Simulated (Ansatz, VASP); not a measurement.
**Ga3BSb2: VASP beside Ansatz**

```
CELL_PARAMETERS angstrom
5.32386 0.00000 0.00000
-2.66193 4.61060 0.00000
0.00000 0.00000 5.70164
ATOMIC_POSITIONS crystal
Ga 0.00000 0.50000 0.50000
Ga 0.50000 0.00000 0.50000
Ga 0.50000 0.50000 0.50000
B 0.00000 0.00000 0.00000
Sb 0.66667 0.33333 0.00000
Sb 0.33333 0.66667 0.00000
```

Change from the starting cell: species swapped into the LuB2Os3 type (P6/mmm, No. 191).

Alike in both runs: functional PBE; k mesh 12 × 12 × 6; occupations gaussian, width 0.1 eV; no spin polarisation.

Ansatz relaxed the structure, and its values are those at the end. VASP's run is a single point on that final structure, the one shown.

|  | VASP | Ansatz |
| --- | --- | --- |
| version | VASP 6.6.1 | Ansatz 0.2.0 |
| potentials or method | VASP PAW PBE potentials, release 64 (Ga_d, B, Sb), cutoff 520 eV | scalar-relativistic, plane waves, PAW |
| valence electrons in the cell | 52 | 72 |

|  | VASP | Ansatz | Ansatz less VASP |
| --- | --- | --- | --- |
| gap on the k mesh at the Fermi level (eV) | none | none | - |
| pressure (GPa) | 0.0 | 0.0 | -0.01 |

A gap of «none» marks a metal or a gap that the smearing closes. VASP's potentials hold 52 valence electrons a cell and Ansatz's 72, so a difference there can come from the potentials and not from the codes.

Spin-orbit coupling is off throughout.
